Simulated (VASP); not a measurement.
Here is a VASP 6.6.1 calculation.

Contents of INCAR:

```
PREC     = Accurate       # precision mode
ENCUT    = 520            # plane-wave cutoff, eV
EDIFF    = 1E-7           # SCF threshold, eV
ISMEAR   = 0              # smearing method
SIGMA    = 0.05           # smearing width, eV
LREAL    = F              # projectors in reciprocal space
LASPH    = T              # aspherical terms in the spheres
NELM     = 80             # most SCF steps
ALGO     = Normal         # electronic algorithm
ISIF     = 2              # what is computed and relaxed
LWAVE    = F              # write WAVECAR
LCHARG   = T              # write CHGCAR
LELF     = T              # ELF
LVHAR    = T            
NBANDS   = 15             # bands
```

File KPOINTS:

```
regular mesh
0
Gamma
  6 6 6
```

POSCAR

```
KI
1.0
    0.0000000000      3.4109309835      3.4109309835
    3.4109309835      0.0000000000      3.4109309835
    3.4109309835      3.4109309835      0.0000000000
K I
1 1
Direct
   -0.0144828495     -0.0144828495      0.0144828495
    0.5044620555      0.5044620555      0.4955379445
```

Potentials or basis: VASP PAW LDA potentials, release 64 (K_sv, I).

Command:

```console
$ cat potpaw_LDA.64/K_sv/POTCAR potpaw_LDA.64/I/POTCAR > POTCAR
$ mpirun -np 1 vasp_std > vasp.out
```

Problem. Estimate the largest force.

Solution. 0.198 eV/Å.

Problem. Predict the pressure.

Solution. 0.1 GPa.

Problem. Predict the band gap on the k mesh.

Solution. 3.88 eV.

Forces in eV/Å, atoms in the order of the input:
```
K    0.000  0.000  0.198
I    0.000  0.000 -0.198
```

Caveat: the cell differs from its parent crystal (atoms displaced along a vibrational mode); spin-orbit coupling is left out, which moves the levels of the heavy elements.
